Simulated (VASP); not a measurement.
Here is a VASP 6.6.1 calculation.

File INCAR:

```
  PREC = Accurate
  ENCUT = 520
  EDIFF = 1E-6
  ISMEAR = -1
  SIGMA = 0.05
  LREAL = F
  LASPH = T
  NELM = 60
  ALGO = Normal
  ISIF = 2
  LWAVE = F
  LCHARG = F
  GGA = PS
  NBANDS = 28
```

The input KPOINTS:

```
regular mesh
0
Gamma
  6 6 6
```

Contents of POSCAR:

```
BaZrO3
1.0
    4.1913400000      0.0000000000      0.0000000000
    0.0000000000      4.1913400000      0.0000000000
    0.0000000000      0.0000000000      4.1913400000
Ba Zr O
1 1 3
Direct
    0.0000000000      0.0000000000      0.0000000000
    0.5000000000      0.5000000000      0.5000000000
    0.5000000000      0.5000000000      0.0000000000
    0.5000000000      0.0000000000      0.5000000000
    0.0000000000      0.5000000000      0.5000000000
```

Potentials or basis: VASP PAW PBE potentials, release 64 (Ba_sv, Zr_sv, O).

The run is started by

```console
$ cat potpaw_PBE.64/Ba_sv/POTCAR potpaw_PBE.64/Zr_sv/POTCAR potpaw_PBE.64/O/POTCAR > POTCAR
$ mpirun -np 1 vasp_std > vasp.out
```

Task: Estimate the band gap on the k mesh.

Result: 3.11 eV (least direct gap 3.33 eV).

Task: What does it give for the pressure?

Result: -0.1 GPa.

Caveat: the PAW data sets were made with another functional, which shifts forces and pressure a little; spin-orbit coupling is left out, which moves the levels of the heavy elements. A k mesh can miss the band edges.
